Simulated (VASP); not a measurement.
# Nb (R-3m) in VASP: further runs

Nb is run at these levels: PBE; tasks: electric field gradients.

All numbers are computed with VASP 6.6.1; they aren't measurements. Logs are shortened: lines on timing, memory, paths and dates and some standing lists are left out, and cuts for length are marked.

## Step 1: The cell of the first run

It takes space group R-3m (No. 166, trigonal). Conventional cell: a = 3.036 Å, b = 3.036 Å, c = 7.107 Å, α = 90.00°, β = 90.00°, γ = 120.00°. Nb (site symmetry -3m) has 12 Nb at 2.95 to 3.04 Å within 3.9 Å.

## Step 2: Electric field gradients, PBE (equal xy, yz and zx shear strains of -3 %)

INCAR reads:

```
  PREC = Accurate
  ENCUT = 520
  EDIFF = 1E-8
  ISMEAR = -1
  SIGMA = 0.08
  LREAL = False
  LASPH = True
  NELM = 80
  ALGO = Normal
  ISIF = 2
  LWAVE = False
  LCHARG = False
  GGA = PE
  LEFG = True
  NBANDS = 12
```

KPOINTS reads:

```
Automatic mesh
0
Gamma
  13 13 13
```

POSCAR reads:

```
Nb
1.0
   -0.0634500000      2.0832750000      2.0832750000
    2.0832750000     -0.0634500000      2.0832750000
    2.0832750000      2.0832750000     -0.0634500000
Nb
1
Direct
    0.0000000000      0.0000000000      0.0000000000
```

Potentials or basis: VASP PAW PBE potentials, release 64 (Nb_sv).

Started as:

```bash
$ cat potpaw_PBE.64/Nb_sv/POTCAR > POTCAR
$ mpirun -np 1 vasp_std > vasp.out
```

OUTCAR:

```text
PREC = Accurate
   ENCUT = 520
   EDIFF = 1E-8
   ISMEAR = -1
   LREAL = False
   LASPH = True
   NELM = 80
   ISIF = 2
   GGA = PE

 ion  position               nearest neighbor table
   1  0.000  0.000  0.000-

  LATTYP: Found a trigonal (rhomboedric) cell.
 ALAT       =     2.9468789174
 COS(alpha) =     0.4693254694

  Lattice vectors:

 A1 = (  -0.0634500000,   2.0832750000,   2.0832750000)
 A2 = (   2.0832750000,  -0.0634500000,   2.0832750000)
 A3 = (   2.0832750000,   2.0832750000,  -0.0634500000)

Analysis of symmetry for initial positions (statically):
=====================================================================
 Subroutine PRICEL returns:
 Original cell was already a primitive cell.

 Routine SETGRP: Setting up the symmetry group for a
 trigonal (rhombohedral) supercell.

 Subroutine GETGRP returns: Found 12 space group operations
 (whereof 12 operations were pure point group operations)
 out of a pool of 12 trial point group operations.

The static configuration has the point symmetry D_3d.

Analysis of symmetry for dynamics (positions and initial velocities):
=====================================================================
 Subroutine PRICEL returns:
 Original cell was already a primitive cell.

 Routine SETGRP: Setting up the symmetry group for a
 trigonal (rhombohedral) supercell.

 Subroutine GETGRP returns: Found 12 space group operations
 (whereof 12 operations were pure point group operations)
 out of a pool of 12 trial point group operations.

The dynamic configuration has the point symmetry D_3d.

 Subroutine INISYM returns: Found 12 space group operations
 (whereof 12 operations are pure point group operations),
 and found     1 'primitive' translations

----------------------------------------------------------------------------------------

                                     Primitive cell

  volume of cell :      18.9088

  direct lattice vectors                    reciprocal lattice vectors
    -0.063450000  2.083275000  2.083275000    -0.229311179  0.236514672  0.236514672
     2.083275000 -0.063450000  2.083275000     0.236514672 -0.229311179  0.236514672
     2.083275000  2.083275000 -0.063450000     0.236514672  0.236514672 -0.229311179

  length of vectors
     2.946878917  2.946878917  2.946878917     0.405539143  0.405539143  0.405539143
[... 124 lines left out ...]

  energy without entropy =       -9.87903675  energy(sigma->0) =       -9.89650413

 E-fermi :  10.8338     XC(G=0): -12.2505

 val. band max:       10.8258340821   @ k =   0.3846   0.2308   0.0000
 cond. band min:      10.8385152186   @ k =   0.3846   0.3846   0.3846
 fundamental gap:      0.0126811364
 Fermi energy:        10.8337538283

 k-point     1 :       0.0000    0.0000    0.0000
  band No.  band energies     occupation
      1     -43.9281      2.00000
      2     -19.3638      2.00000
      3     -19.3638      2.00000
      4     -19.2512      2.00000
      5       4.6589      2.00000
      6      10.7229      1.59977
      7      10.7229      1.59977
      8      11.4505      0.00090
      9      13.5762      0.00000
     10      13.5762      0.00000
     11      22.6706      0.00000
     12      27.0893      0.00000
[... 331 lines left out ...]
 k-point    24 :       0.4615    0.1538    0.0000
  band No.  band energies     occupation
      1     -43.7414      2.00000
      2     -20.3549      2.00000
      3     -19.6054      2.00000
      4     -19.4912      2.00000
      5       7.6757      2.00000
      6       9.7787      2.00000
      7      10.7168      1.62379
      8      11.8473      0.00001
      9      15.4852      0.00000
     10      15.9771      0.00000
     11      21.4005      0.00000
     12      24.3493      0.00000

 [... further k-points ...]

------------------------ aborting loop because EDIFF is reached ----------------------------------------

  FORCE on cell =-STRESS in cart. coord.  units (eV):
  Direction    XX          YY          ZZ          XY          YZ          ZX
  --------------------------------------------------------------------------------------
  -------------------------------------------------------------------------------------
  Total       -0.1906527     -0.1906527     -0.1906527     -0.1076066     -0.1076066     -0.1076066
  in kB      -16.1543140    -16.1543140    -16.1543140     -9.1176834     -9.1176834     -9.1176834
  external PRESSURE =     -16.1543140 kB  Pullay stress =       0.0000000 kB

 VOLUME and BASIS-vectors are now :
 -----------------------------------------------------------------------------
  energy-cutoff  :      520.00
  volume of cell :       18.91
      direct lattice vectors                 reciprocal lattice vectors
    -0.063450000  2.083275000  2.083275000    -0.229311179  0.236514672  0.236514672
     2.083275000 -0.063450000  2.083275000     0.236514672 -0.229311179  0.236514672
     2.083275000  2.083275000 -0.063450000     0.236514672  0.236514672 -0.229311179

 POSITION                                       TOTAL-FORCE (eV/Angst)
 -----------------------------------------------------------------------------------
      0.00000      0.00000      0.00000         0.000000      0.000000     -0.000000
 -----------------------------------------------------------------------------------
    total drift:                               -0.000000      0.000000     -0.000000

  FREE ENERGIE OF THE ION-ELECTRON SYSTEM (eV)
  ---------------------------------------------------
  free  energy   TOTEN  =        -9.9139715130 eV

  energy  without entropy=       -9.8790367506  energy(sigma->0) =       -9.89650413

 Electric field gradients (V/A^2)
---------------------------------------------------------------------
 ion       V_xx      V_yy      V_zz      V_xy      V_xz      V_yz
---------------------------------------------------------------------
   1      -0.000    -0.000    -0.000     4.193     4.193     4.193
---------------------------------------------------------------------

 Electric field gradients after diagonalization (V/A^2)
 (convention: |V_zz| > |V_xx| > |V_yy|)
----------------------------------------------------------------------
 ion       V_xx      V_yy      V_zz     asymmetry (V_yy - V_xx)/ V_zz
----------------------------------------------------------------------
   1      -4.193    -4.193     8.387       0.000
----------------------------------------------------------------------

           NMR quadrupolar parameters

 Cq : quadrupolar parameter    Cq=e*Q*V_zz/h
 eta: asymmetry parameters     (V_yy - V_xx)/ V_zz
 Q  : nuclear electric quadrupole moment in mb (millibarn)
----------------------------------------------------------------------
 ion       Cq(MHz)       eta       Q (mb)
----------------------------------------------------------------------
   1       0.020       0.000       1.000
----------------------------------------------------------------------
```

It took 66 s on 1 thread of Intel Xeon 8259CL, shared host; peak memory 0.18 GiB.

What came out:

```
Free energy                             : -9.9140 eV
Pressure                                : -1.6 GPa
Band gap on the k mesh                  : zero (an odd number of electrons rules out a gap without spin polarisation)
Largest electric field gradient by atom : Nb +8.4 V/Å²
```

Electric field gradients, principal values (V/Å²):
| atom | least | middle | greatest (by size) |
| --- | --- | --- | --- |
| 1 Nb | -4.193 | -4.193 | 8.387 |

Caveat: the cell differs from its parent crystal (equal xy, yz and zx shear strains of -3 %); without QUAD_EFG the Cq values of the log hold for a quadrupole moment of 1 mb, not for the nuclei.

## Step 3: Electric field gradients, PBE (equal xy, yz and zx shear strains of -1 %)

INCAR reads:

```
ALGO     = Normal         # electronic algorithm
EDIFF    = 1E-8           # SCF threshold, eV
ENCUT    = 520            # plane-wave cutoff, eV
GGA      = PE             # functional
ISIF     = 2              # what is computed and relaxed
ISMEAR   = -1             # smearing method
LASPH    = True           # aspherical terms in the spheres
LCHARG   = False          # write CHGCAR
LEFG     = True         
LREAL    = False          # projectors in reciprocal space
LWAVE    = False          # write WAVECAR
NBANDS   = 12             # bands
NELM     = 100            # most SCF steps
PREC     = Accurate       # precision mode
SIGMA    = 0.08           # smearing width, eV
```

KPOINTS reads:

```
k-points
0
Gamma
  13 13 13
```

POSCAR reads:

```
Nb
1.0
   -0.0211500000      2.1044250000      2.1044250000
    2.1044250000     -0.0211500000      2.1044250000
    2.1044250000      2.1044250000     -0.0211500000
Nb
1
Direct
    0.0000000000      0.0000000000      0.0000000000
```

Potentials or basis: VASP PAW PBE potentials, release 64 (Nb_sv).

Started as:

```bash
$ cat potpaw_PBE.64/Nb_sv/POTCAR > POTCAR
$ mpirun -np 1 vasp_std > vasp.out
```

OUTCAR:

```text
EDIFF = 1E-8
   ENCUT = 520
   GGA = PE
   ISIF = 2
   ISMEAR = -1
   LASPH = True
   LREAL = False
   NELM = 100
   PREC = Accurate

 ion  position               nearest neighbor table
   1  0.000  0.000  0.000-

  LATTYP: Found a trigonal (rhomboedric) cell.
 ALAT       =     2.9761815274
 COS(alpha) =     0.4899250057

  Lattice vectors:

 A1 = (  -0.0211500000,   2.1044250000,   2.1044250000)
 A2 = (   2.1044250000,  -0.0211500000,   2.1044250000)
 A3 = (   2.1044250000,   2.1044250000,  -0.0211500000)

Analysis of symmetry for initial positions (statically):
=====================================================================
 Subroutine PRICEL returns:
 Original cell was already a primitive cell.

 Routine SETGRP: Setting up the symmetry group for a
 trigonal (rhombohedral) supercell.

 Subroutine GETGRP returns: Found 12 space group operations
 (whereof 12 operations were pure point group operations)
 out of a pool of 12 trial point group operations.

The static configuration has the point symmetry D_3d.

Analysis of symmetry for dynamics (positions and initial velocities):
=====================================================================
 Subroutine PRICEL returns:
 Original cell was already a primitive cell.

 Routine SETGRP: Setting up the symmetry group for a
 trigonal (rhombohedral) supercell.

 Subroutine GETGRP returns: Found 12 space group operations
 (whereof 12 operations were pure point group operations)
 out of a pool of 12 trial point group operations.

The dynamic configuration has the point symmetry D_3d.

 Subroutine INISYM returns: Found 12 space group operations
[... 163 lines left out ...]
     12      27.2914      0.00000
[... 331 lines left out ...]
 k-point    24 :       0.4615    0.1538   -0.0000
  band No.  band energies     occupation
      1     -43.7626      2.00000
      2     -20.3676      2.00000
      3     -19.6324      2.00000
      4     -19.5490      2.00000
      5       7.6691      2.00000
      6       9.8271      1.99999
      7      10.7850      1.31056
      8      11.6656      0.00006
      9      15.5397      0.00000
     10      15.9331      0.00000
     11      21.4593      0.00000
     12      24.3230      0.00000

 [... further k-points ...]

------------------------ aborting loop because EDIFF is reached ----------------------------------------

  FORCE on cell =-STRESS in cart. coord.  units (eV):
  Direction    XX          YY          ZZ          XY          YZ          ZX
  --------------------------------------------------------------------------------------
  -------------------------------------------------------------------------------------
  Total       -0.1699326     -0.1699326     -0.1699326     -0.0442066     -0.0442066     -0.0442066
  in kB      -14.3899353    -14.3899353    -14.3899353     -3.7434276     -3.7434276     -3.7434276
  external PRESSURE =     -14.3899353 kB  Pullay stress =       0.0000000 kB

 VOLUME and BASIS-vectors are now :
 -----------------------------------------------------------------------------
  energy-cutoff  :      520.00
  volume of cell :       18.92
      direct lattice vectors                 reciprocal lattice vectors
    -0.021150000  2.104425000  2.104425000    -0.234042434  0.236418500  0.236418500
     2.104425000 -0.021150000  2.104425000     0.236418500 -0.234042434  0.236418500
     2.104425000  2.104425000 -0.021150000     0.236418500  0.236418500 -0.234042434

 POSITION                                       TOTAL-FORCE (eV/Angst)
 -----------------------------------------------------------------------------------
      0.00000      0.00000      0.00000        -0.000000      0.000000     -0.000000
 -----------------------------------------------------------------------------------
    total drift:                                0.000000      0.000000     -0.000000

  FREE ENERGIE OF THE ION-ELECTRON SYSTEM (eV)
  ---------------------------------------------------
  free  energy   TOTEN  =        -9.9092965500 eV

  energy  without entropy=       -9.8762360942  energy(sigma->0) =       -9.89276632

 Electric field gradients (V/A^2)
---------------------------------------------------------------------
 ion       V_xx      V_yy      V_zz      V_xy      V_xz      V_yz
---------------------------------------------------------------------
   1       0.000    -0.000    -0.000     1.137     1.137     1.137
---------------------------------------------------------------------

 Electric field gradients after diagonalization (V/A^2)
 (convention: |V_zz| > |V_xx| > |V_yy|)
----------------------------------------------------------------------
 ion       V_xx      V_yy      V_zz     asymmetry (V_yy - V_xx)/ V_zz
----------------------------------------------------------------------
   1      -1.137    -1.137     2.273       0.000
----------------------------------------------------------------------

           NMR quadrupolar parameters

 Cq : quadrupolar parameter    Cq=e*Q*V_zz/h
 eta: asymmetry parameters     (V_yy - V_xx)/ V_zz
 Q  : nuclear electric quadrupole moment in mb (millibarn)
----------------------------------------------------------------------
 ion       Cq(MHz)       eta       Q (mb)
----------------------------------------------------------------------
   1       0.005       0.000       1.000
----------------------------------------------------------------------
```

Run time: 67 s. Hardware: 1 thread of Intel Xeon 8259CL, shared host; peak memory 0.18 GiB.

Results:

```
Free energy                             : -9.9093 eV
Pressure                                : -1.4 GPa
Band gap on the k mesh                  : zero (an odd number of electrons rules out a gap without spin polarisation)
Largest electric field gradient by atom : Nb +2.3 V/Å²
```

Stress tensor (GPa, compression positive):
```
-1.44 -0.37 -0.37
-0.37 -1.44 -0.37
-0.37 -0.37 -1.44
```

Electric field gradients, principal values (V/Å²):
```tsv
atom	least	middle	greatest (by size)
1 Nb	-1.137	-1.137	2.273
```

Caveat: the cell differs from its parent crystal (equal xy, yz and zx shear strains of -1 %); without QUAD_EFG the Cq values of the log hold for a quadrupole moment of 1 mb, not for the nuclei.

(Part 1 of 2 ends here.)
